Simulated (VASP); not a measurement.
# S (Fd-3m) in VASP: single point with PBE

Aim: the single point of S with PBE.

Program: VASP 6.6.1. These are calculated values, not measurements. Logs are shortened: lines on timing, memory, paths and dates and some standing lists are left out, and cuts for length are marked.

## (1) The cell of the first run

Symmetry: Fd-3m, No. 227, cubic system. The conventional cell has a = 5.879 Å, b = 5.879 Å, c = 5.879 Å, α = 90.00°, β = 90.00°, γ = 90.00°. Within 3.4 Å of S (site symmetry -43m) lie 4 S at 2.55 Å.

This isn't the form of S at room conditions, which is orthorhombic, of S8 rings.

## (2) Single point, PBE (O replaced by S, lengths x 1.355, strained)

The input, INCAR:

```
PREC     = Accurate       # precision mode
ENCUT    = 520            # plane-wave cutoff, eV
EDIFF    = 1E-7           # SCF threshold, eV
ISMEAR   = 0              # smearing method
SIGMA    = 0.1            # smearing width, eV
LREAL    = F              # projectors in reciprocal space
LASPH    = T              # aspherical terms in the spheres
NELM     = 100            # most SCF steps
ALGO     = Fast           # electronic algorithm
ISIF     = 2              # what is computed and relaxed
LWAVE    = F              # write WAVECAR
LCHARG   = F              # write CHGCAR
GGA      = PE             # functional
NBANDS   = 13             # bands
```

The input, KPOINTS:

```
Automatic mesh
0
Gamma
  12 12 12
```

The input, POSCAR:

```
S
1.0
    0.0000000000      2.9396121609      2.9396121609
    2.9396121609      0.0000000000      2.9396121609
    2.9396121609      2.9396121609      0.0000000000
S
2
Direct
    0.2500000000      0.2500000000      0.2500000000
    0.0000000000      0.0000000000      0.0000000000
```

Potentials or basis: VASP PAW PBE potentials, release 64 (S).

Started as:

```
$ cat potpaw_PBE.64/S/POTCAR > POTCAR
$ mpirun -np 1 vasp_std > vasp.out
```

OUTCAR:

```text
PREC = Accurate
   ENCUT = 520
   EDIFF = 1E-7
   ISMEAR = 0
   LREAL = F
   LASPH = T
   NELM = 100
   ISIF = 2
   GGA = PE

 ion  position               nearest neighbor table
   1  0.250  0.250  0.250-   2 2.55   2 2.55   2 2.55   2 2.55
   2  0.000  0.000  0.000-   1 2.55   1 2.55   1 2.55   1 2.55

  LATTYP: Found a face centered cubic cell.
 ALAT       =     5.8792243218

  Lattice vectors:

 A1 = (   0.0000000000,   2.9396121609,   2.9396121609)
 A2 = (   2.9396121609,   0.0000000000,   2.9396121609)
 A3 = (   2.9396121609,   2.9396121609,   0.0000000000)

Analysis of symmetry for initial positions (statically):
=====================================================================
 Subroutine PRICEL returns:
 Original cell was already a primitive cell.

 Routine SETGRP: Setting up the symmetry group for a
 face centered cubic supercell.

 Subroutine GETGRP returns: Found 48 space group operations
 (whereof 24 operations were pure point group operations)
 out of a pool of 48 trial point group operations.

The static configuration has the point symmetry T_d .
 The point group associated with its full space group is O_h .

Analysis of symmetry for dynamics (positions and initial velocities):
=====================================================================
 Subroutine PRICEL returns:
 Original cell was already a primitive cell.

 Routine SETGRP: Setting up the symmetry group for a
 face centered cubic supercell.

 Subroutine GETGRP returns: Found 48 space group operations
 (whereof 24 operations were pure point group operations)
 out of a pool of 48 trial point group operations.

The dynamic configuration has the point symmetry T_d .
 The point group associated with its full space group is O_h .

 Subroutine INISYM returns: Found 48 space group operations
 (whereof 24 operations are pure point group operations),
 and found     1 'primitive' translations

----------------------------------------------------------------------------------------

                                     Primitive cell

  volume of cell :      50.8043

  direct lattice vectors                    reciprocal lattice vectors
     0.000000000  2.939612161  2.939612161    -0.170090465  0.170090465  0.170090465
     2.939612161  0.000000000  2.939612161     0.170090465 -0.170090465  0.170090465
     2.939612161  2.939612161  0.000000000     0.170090465  0.170090465 -0.170090465

  length of vectors
     4.157239386  4.157239386  4.157239386     0.294605328  0.294605328  0.294605328

  position of ions in fractional coordinates (direct lattice)
     0.250000000  0.250000000  0.250000000
     0.000000000  0.000000000  0.000000000

  ion indices of the primitive-cell ions
   primitive index   ion index
                 1           1
                 2           2

----------------------------------------------------------------------------------------

 KPOINTS: Automatic mesh

Automatic generation of k-mesh.
 Grid dimensions read from file:
 generate k-points for:   12   12   12

 Generating k-lattice:

  Cartesian coordinates                     Fractional coordinates (reciprocal lattice)
    -0.014174205  0.014174205  0.014174205     0.083333333  0.000000000  0.000000000
     0.014174205 -0.014174205  0.014174205     0.000000000  0.083333333  0.000000000
     0.014174205  0.014174205 -0.014174205     0.000000000  0.000000000  0.083333333

  Length of vectors
     0.024550444  0.024550444  0.024550444

  Shift w.r.t. Gamma in fractional coordinates (k-lattice)
     0.000000000  0.000000000  0.000000000

 Subroutine IBZKPT returns following result:
 ===========================================

 Found     72 irreducible k-points:

 Following reciprocal coordinates:
            Coordinates               Weight
  0.000000  0.000000  0.000000      1.000000
  0.083333  0.000000  0.000000      8.000000
  0.166667  0.000000  0.000000      8.000000
  0.250000  0.000000  0.000000      8.000000
  0.333333  0.000000  0.000000      8.000000
  0.416667  0.000000  0.000000      8.000000
[... 16 lines left out ...]
  0.500000  0.166667  0.000000     24.000000
 -0.416667  0.166667  0.000000     24.000000
 [... further k-points ...]
   k-points           NKPTS =     72   k-points in BZ     NKDIM =     72   number of bands    NBANDS=     13
   number of dos      NEDOS =    301   number of ions     NIONS =      2
   total plane-waves  NPLWV =  32768
   dimension x,y,z NGX =    32 NGY =   32 NGZ =   32
   dimension x,y,z NGXF=    64 NGYF=   64 NGZF=   64
   ions per type =               2
   NGX,Y,Z   is equivalent  to a cutoff of  12.80, 12.80, 12.80 a.u.
   NGXF,Y,Z  is equivalent  to a cutoff of  25.59, 25.59, 25.59 a.u.
 SYSTEM =  unknown system
   PREC   = accura    normal or accurate (medium, high low for compatibility)
   ISTART =      0    job   : 0-new  1-cont  2-samecut
   ICHARG =      2    charge: 1-file 2-atom 10-const
   ISPIN  =      1    spin polarized calculation?
   LNONCOLLINEAR =      F non collinear calculations
   LSORBIT =      F    spin-orbit coupling
   LASPH  =      T    aspherical Exc in radial PAW
   ENCUT  =  520.0 eV  38.22 Ry    6.18 a.u.   7.73  7.73  7.73*2*pi/ulx,y,z
   NELM   =    100;   NELMIN=  2; NELMDL= -5     # of ELM steps
   EDIFF  = 0.1E-06   stopping-criterion for ELM
   LREAL  =      F    real-space projection
   EDIFFG = 0.1E-05   stopping-criterion for IOM
   NSW    =      0    number of steps for IOM
   IBRION =     -1    ionic relax: 0-MD 1-quasi-New 2-CG
   NFREE  =      0    steps in history (QN), initial steepest desc. (CG)
   ISIF   =      2    stress and relaxation
   ISYM   =      2    0-nonsym 1-usesym 2-fastsym
   POTIM  = 0.5000    time-step for ionic-motion
   TEBEG  =    0.0;   TEEND  =   0.0 temperature during run
   PSTRESS=    0.0 pullay stress
   NELECT =      12.0000    total number of electrons
   NUPDOWN=      -1.0000    fix difference up-down
   EMIN   =  10.00;   EMAX   =-10.00  energy-range for DOS
   EFERMI =   0.00;   METHOD = LEGACY
   ISMEAR =     0;   SIGMA  =   0.10  broadening in eV -4-tet -1-fermi 0-gaus
   EFERMI_NEDOS =   21; number of points for ismear=-14 and -15
   IALGO  =     68    algorithm
   IMIX   =      4    mixing-type and parameters
     AMIX     =   0.40;   BMIX     =  1.00
     AMIX_MAG =   1.60;   BMIX_MAG =  1.00
  volume/ion in A,a.u.               =      25.40       171.42
  Fermi-wavevector in a.u.,A,eV,Ry     =   1.011972  1.912350 13.933557  1.024088
  Thomas-Fermi vector in A             =   2.145054
   LORBIT       =      0    0 simple, 1 ext, 2 COOP (PROOUT), +10 PAW based schemes
   GGA     = PE    functional components
   LHFCALC =     F    Hartree Fock is set to
   AEXX    =    0.0000 exact exchange contribution
   IVDW    =     0    specifies the selected vdW correction
   LEPSILON=     F    determine dielectric tensor
   LRPA    =     F    only Hartree local field effects (RPA)
 non-spin polarized calculation
 RMM-DIIS sequential band-by-band and
 Gauss-broadening in eV      SIGMA  =   0.10
  energy-cutoff  :      520.00
  volume of cell :       50.80
 maximum number of plane-waves:      1391
   NGX = 15   NGY = 15   NGZ = 15

 number of electron      11.9999997 magnetization

 Free energy of the ion-electron system (eV)
  ---------------------------------------------------
  ext. energy  EPLUGINS =         0.00000000
  ---------------------------------------------------
  free energy    TOTEN  =        -6.23675427 eV

  energy without entropy =       -6.22716717  energy(sigma->0) =       -6.23196072

 E-fermi :   2.9588     XC(G=0):  -8.4982

 val. band max:        2.9501812218   @ k =   0.1667   0.1667   0.0000
 cond. band min:       3.0074666262   @ k =   0.3333   0.0000   0.0000
 fundamental gap:      0.0572854043
 Fermi energy:         2.9588263614

 k-point     1 :       0.0000    0.0000    0.0000
  band No.  band energies     occupation
      1     -12.4177      2.00000
      2      -6.3018      2.00000
      3      -0.6735      2.00000
      4      -0.6735      2.00000
      5      -0.6735      2.00000
      6       2.1238      2.00000
      7       2.1238      2.00000
      8       2.1238      2.00000
      9       8.5643      0.00000
     10      10.9462      0.00000
     11      10.9462      0.00000
     12      13.4979      0.00000
     13      13.4979      0.00000

 k-point     2 :       0.0833    0.0000    0.0000
  band No.  band energies     occupation
      1     -12.3645      2.00000
      2      -6.4600      2.00000
      3      -0.7399      2.00000
      4      -0.7399      2.00000
      5      -0.6715      2.00000
      6       2.2224      2.00000
      7       2.2224      2.00000
      8       2.2250      2.00000
      9       8.7799      0.00000
     10      10.7802      0.00000
     11      10.7802      0.00000
     12      13.3425      0.00000
     13      13.8728      0.00000

 k-point     3 :       0.1667    0.0000    0.0000
  band No.  band energies     occupation
      1     -12.2093      2.00000
      2      -6.8804      2.00000
      3      -0.9015      2.00000
      4      -0.9015      2.00000
      5      -0.7121      2.00000
      6       2.4681      2.00000
      7       2.4681      2.00000
      8       2.5653      2.00000
      9       9.3171      0.00000
     10      10.5249      0.00000
     11      10.5249      0.00000
     12      13.0801      0.00000
     13      14.7026      0.00000
[... 305 lines left out ...]
 k-point    23 :       0.5000    0.1667    0.0000
  band No.  band energies     occupation
      1     -11.1260      2.00000
      2      -8.8563      2.00000
      3      -2.2601      2.00000
      4      -1.6355      2.00000
      5       0.1221      2.00000
      6       2.8444      1.89447
      7       3.7061      0.00000
      8       4.5153      0.00000
      9       9.5732      0.00000
     10      10.4826      0.00000
     11      11.6957      0.00000
     12      12.9691      0.00000
     13      13.3742      0.00000

 k-point    24 :      -0.4167    0.1667    0.0000
  band No.  band energies     occupation
      1     -11.0871      2.00000
      2      -8.9105      2.00000
      3      -2.3435      2.00000
      4      -1.5562      2.00000
      5       0.0698      2.00000
      6       3.0779      0.09214
      7       3.5767      0.00000
      8       4.5437      0.00000
      9       9.5096      0.00000
     10      10.9232      0.00000
     11      10.9394      0.00000
     12      12.9353      0.00000
     13      14.1796      0.00000

 [... further k-points ...]

------------------------ aborting loop because EDIFF is reached ----------------------------------------

  FORCE on cell =-STRESS in cart. coord.  units (eV):
  Direction    XX          YY          ZZ          XY          YZ          ZX
  --------------------------------------------------------------------------------------
  -------------------------------------------------------------------------------------
  Total       -0.5955199     -0.5955199     -0.5955199      0.0000000      0.0000000      0.0000000
  in kB      -18.7804816    -18.7804816    -18.7804816      0.0000000      0.0000000      0.0000000
  external PRESSURE =     -18.7804816 kB  Pullay stress =       0.0000000 kB

 VOLUME and BASIS-vectors are now :
 -----------------------------------------------------------------------------
  energy-cutoff  :      520.00
  volume of cell :       50.80
      direct lattice vectors                 reciprocal lattice vectors
     0.000000000  2.939612161  2.939612161    -0.170090465  0.170090465  0.170090465
     2.939612161  0.000000000  2.939612161     0.170090465 -0.170090465  0.170090465
     2.939612161  2.939612161  0.000000000     0.170090465  0.170090465 -0.170090465

 POSITION                                       TOTAL-FORCE (eV/Angst)
 -----------------------------------------------------------------------------------
      1.46981      1.46981      1.46981         0.000000      0.000000      0.000000
      0.00000      0.00000      0.00000        -0.000000     -0.000000     -0.000000
 -----------------------------------------------------------------------------------
    total drift:                               -0.000000      0.000000      0.000000

  FREE ENERGIE OF THE ION-ELECTRON SYSTEM (eV)
  ---------------------------------------------------
  free  energy   TOTEN  =        -6.2367542739 eV

  energy  without entropy=       -6.2271671695  energy(sigma->0) =       -6.23196072
```

Run time: 13 s. Hardware: 1 thread of Intel Xeon 6975P-C (Granite Rapids), shared host; peak memory 0.18 GiB.

Results:

```
Free energy            : -6.2368 eV
Pressure               : -1.9 GPa
Band gap on the k mesh : zero (bands 6 and 7 overlap by 1.09 eV)
```

Caveat: the cell differs from its parent crystal (O replaced by S, lengths x 1.355, strained).
